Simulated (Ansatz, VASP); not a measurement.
## CaO in VASP and in Ansatz

INCAR

```
ALGO = Normal
EDIFF = 1E-6
ENCUT = 520
GGA = PE
ISIF = 2
ISMEAR = 0
LASPH = T
LCHARG = T
LELF = T
LREAL = F
LVHAR = T
LWAVE = F
NBANDS = 15
NELM = 100
PREC = Accurate
SIGMA = 0.05
```

Contents of KPOINTS:

```
k-points
0
Gamma
  8 8 8
```

The input POSCAR:

```
CaO
1.0
    0.0000000000      2.3755300000      2.4490000000
    2.3755300000      0.0000000000      2.4490000000
    2.3755300000      2.3755300000      0.0000000000
Ca O
1 1
Direct
    0.0000000000      0.0000000000      0.0000000000
    0.5000000000      0.5000000000      0.5000000000
```

Input for Ansatz:

```yaml
crystal:
  lattice:
    - [0.0, 2.37553, 2.449]
    - [2.37553, 0.0, 2.449]
    - [2.37553, 2.37553, 0.0]
  atoms:
    - { symbol: Ca, position: [0.0, 0.0, 0.0] }
    - { symbol: O, position: [0.5, 0.5, 0.5] }
basis:
  ecutwfc: 420
kpoints:
  mp_grid: { grid: [8, 8, 8] }
hamiltonian:
  xc: pbe
scf:
  occupations: { method: gaussian, width: 0.05 }
output:
  forces: true
  stress: true
  eigenvalues: true
```

Change from the starting cell: strain -0.030 along x and y, +0.000 along z, atoms carried along.

Alike in both runs: task single point; functional PBE; k mesh 8 × 8 × 8; occupations gaussian, width 0.05 eV; no spin polarisation.

```csv
,VASP,Ansatz
version,VASP 6.6.1,Ansatz 0.2.0
potentials or method,"VASP PAW PBE potentials, release 64 (Ca_sv, O), cutoff 520 eV","scalar-relativistic, plane waves, PAW"
valence electrons in the cell,16,16
```

Ansatz gave:

- gap on the k mesh at the Fermi level (eV): 3.60
- least direct gap on the mesh (eV): 3.99
- pressure (GPa): 2.4
- traceless stress, the component that is largest in VASP (GPa): -3.11

Problem. Which values does VASP return?

Solution. gap on the k mesh at the Fermi level (eV): 3.58; least direct gap on the mesh (eV): 3.97; pressure (GPa): 3.0; traceless stress, the component that is largest in VASP (GPa): -3.26.

The functional is the same, so the differences come from potentials, cutoffs and numerics.
